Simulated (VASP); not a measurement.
Input of a VASP 6.6.1 run:

The input POSCAR:

```
In2O3
1.0
    2.7813592499      1.6058185116      4.8041744946
   -2.7813592499      1.6058185116      4.8041744946
    0.0000000000     -3.2116370233      4.8041744946
In O
4 6
Direct
    0.8578524499      0.8578524499      0.8578524499
    0.3578524499      0.3578524499      0.3578524499
    0.1421475501      0.1421475501      0.1421475501
    0.6421475501      0.6421475501      0.6421475501
    0.4535314634      0.0464685366      0.7500000000
    0.0464685366      0.7500000000      0.4535314634
    0.5464685366      0.9535314634      0.2500000000
    0.2500000000      0.5464685366      0.9535314634
    0.9535314634      0.2500000000      0.5464685366
    0.7500000000      0.4535314634      0.0464685366
```

File INCAR.step1:

```
PREC = Accurate
ENCUT = 520
ISMEAR = 0
SIGMA = 0.01
LREAL = F
LASPH = T
NELM = 60
NBANDS = 55
GGA = PE
ALGO = Normal
EDIFF = 1E-4
LWAVE = T
LCHARG = F
```

Contents of INCAR.step2:

```
PREC = Accurate
ENCUT = 520
EDIFF = 1E-6
ISMEAR = 0
SIGMA = 0.01
LREAL = F
LASPH = T
NELM = 60
ALGO = Normal
ISIF = 2
LWAVE = F
LCHARG = F
METAGGA = R2SCAN
LMIXTAU = T
NBANDS = 55
ISTART = 1
```

KPOINTS

```
Automatic mesh
0
Gamma
  6 6 6
```

Potentials or basis: VASP PAW PBE potentials, release 64 (In_d, O).

Command:

```console
$ cat potpaw_PBE.64/In_d/POTCAR potpaw_PBE.64/O/POTCAR > POTCAR
$ cp INCAR.step1 INCAR
$ mpirun -np 1 vasp_std > vasp.out
$ cp INCAR.step2 INCAR
$ mpirun -np 1 vasp_std > vasp.out
```

Task: Estimate the pressure.

Result: -1.2 GPa.

Task: Predict the largest force.

Result: 0.023 eV/Å.

Task: Estimate the band gap on the k mesh.

Result: 1.70 eV (least direct gap 1.78 eV).

Forces in eV/Å, atoms in the order of the input:
```
In   0.000  0.000  0.023
In   0.000  0.000  0.023
In   0.000  0.000 -0.023
In   0.000  0.000 -0.023
O   -0.006  0.000  0.000
O    0.003  0.005  0.000
O    0.006  0.000  0.000
O   -0.003  0.005  0.000
O   -0.003 -0.005  0.000
O    0.003 -0.005  0.000
```

Caveat: the cell differs from its parent crystal (epitaxial xy strain +1.0%); the PAW data sets were made with another functional, which shifts forces and pressure a little; spin-orbit coupling is left out, which moves the levels of the heavy elements. A k mesh can miss the band edges.
